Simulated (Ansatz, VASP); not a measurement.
## One calculation of CdS, two programs

File INCAR:

```
SYSTEM = CdS
PREC = Accurate
ENCUT = 520
EDIFF = 1E-6
ISMEAR = -1
SIGMA = 0.01
LREAL = .False.
LASPH = .True.
NELM = 80
ALGO = Normal
ISIF = 2
LWAVE = .False.
LCHARG = .False.
GGA = PS
NBANDS = 26
```

Contents of KPOINTS:

```
Automatic mesh
0
Gamma
  7 7 4
  0 0 0
```

The input POSCAR:

```
CdS
1.0
    4.1347992034      0.0000000000      0.0000000000
   -2.0673996017      3.5808411497      0.0000000000
    0.0000000000      0.0000000000      6.8164900000
Cd S
2 2
Direct
    0.3333333333      0.6666666667      0.0000000000
    0.6666666667      0.3333333333      0.5000000000
    0.3333333333      0.6666666667      0.3850000000
    0.6666666667      0.3333333333      0.8850000000
```

Input for Ansatz:

```yaml
crystal:
  lattice:
    - [4.1347992034, 0.0, 0.0]
    - [-2.0673996017, 3.5808411497, 0.0]
    - [0.0, 0.0, 6.81649]
  atoms:
    - { symbol: Cd, position: [0.3333333333, 0.6666666667, 0.0] }
    - { symbol: Cd, position: [0.6666666667, 0.3333333333, 0.5] }
    - { symbol: S, position: [0.3333333333, 0.6666666667, 0.385] }
    - { symbol: S, position: [0.6666666667, 0.3333333333, 0.885] }
kpoints:
  mp_grid: { grid: [7, 7, 4] }
  band_path:
    path:
      - [0.0, 0.0, 0.0]
      - [0.5, 0.0, 0.0]
      - [0.3333333333, 0.3333333333, 0.0]
      - [0.0, 0.0, 0.0]
      - [0.0, 0.0, 0.5]
      - [0.5, 0.0, 0.5]
      - [0.3333333333, 0.3333333333, 0.5]
      - [0.0, 0.0, 0.5]
      - [0.5, 0.0, 0.5]
    npoints: 5
scf:
  occupations: { method: fermi_dirac, width: 0.01 }
hamiltonian:
  xc: pbesol
  pseudopotentials: { kind: all_electron, lapw: { basis_error: 0.001 } }
output:
  forces: true
  stress: true
  eigenvalues: true
```

Change from the starting cell: zz strain of +1 %.

Alike in both runs: task single point; functional PBEsol; k mesh 7 × 7 × 4; occupations fermi-dirac, width 0.01 eV; no spin polarisation.

```csv
,VASP,Ansatz
version,VASP 6.6.1,Ansatz 0.2.0
potentials or method,"VASP PAW PBE potentials, release 64 (Cd, S), cutoff 520 eV","all-electron LAPW, scalar-relativistic"
```

```tsv
	VASP	Ansatz	Ansatz less VASP
gap on the k mesh at the Fermi level (eV)	1.06	1.06	-0.003
pressure (GPa)	-0.7	-1.0	-0.34
traceless stress, the component that is largest in VASP (GPa)	-1.90	-1.84	+0.067
rms of the force components (eV/Å)	0.171	0.165	-0.0062
```

VASP's potentials were made for PBE, not for PBEsol. Atom by atom the forces differ by 0.006 eV/Å (rms over components). Ansatz ran all-electron here, and VASP with PAW potentials.
